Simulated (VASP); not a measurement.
Wanted: the native input for a VASP 6.6.1 run.

* Task: single point
* Functional: LDA
* Potentials or basis: VASP PAW LDA potentials, release 64 (Pb_d, S)
* Cutoff: 520 eV
* k mesh: 4 × 4 × 2
* Occupations: gaussian, width 0.1 eV
* Spin: no spin polarisation
* Dipole correction: no
* Further INCAR settings: ALGO = Normal; EDIFF = 1e-07; NBANDS = 28

The structure of PbS lies in POSCAR:

```
PbS
1.0
    2.9838607981     -2.9828938700      0.0000000000
    2.9838607981      2.9828938700      0.0000000000
   -1.0986781904      0.0000000000     11.1678408944
Pb S
2 2
Direct
    0.2263653800      0.2263653800      0.3722110100
    0.7736346200      0.7736346200      0.6277889900
    0.7295120500      0.7295120500      0.3897323800
    0.2704879500      0.2704879500      0.6102676200
```

These files were run (other wordings do the same):

INCAR

```
SYSTEM = PbS
PREC = Accurate
ENCUT = 520
EDIFF = 1E-7
ISMEAR = 0
SIGMA = 0.1
LREAL = .FALSE.
LASPH = .TRUE.
NELM = 100
ALGO = Normal
ISIF = 2
LWAVE = .FALSE.
LCHARG = .TRUE.
GGA = CA
LELF = .TRUE.
LVHAR = .TRUE.
NBANDS = 28
```

KPOINTS

```
regular mesh
0
G
  4 4 2
  0 0 0
```

Potentials or basis: VASP PAW LDA potentials, release 64 (Pb_d, S).

The run is started by

```console
$ cat potpaw_LDA.64/Pb_d/POTCAR potpaw_LDA.64/S/POTCAR > POTCAR
$ mpirun -np 1 vasp_std > vasp.out
```

Results of the run:

```
Largest force          : 0.294 eV/Å
Band gap on the k mesh : 2.01 eV
```

Caveat: spin-orbit coupling is left out, which moves the levels of the heavy elements.

Wall time 2.7 min on 1 thread of Intel Xeon 8259CL (shared host), peak memory 0.26 GiB.
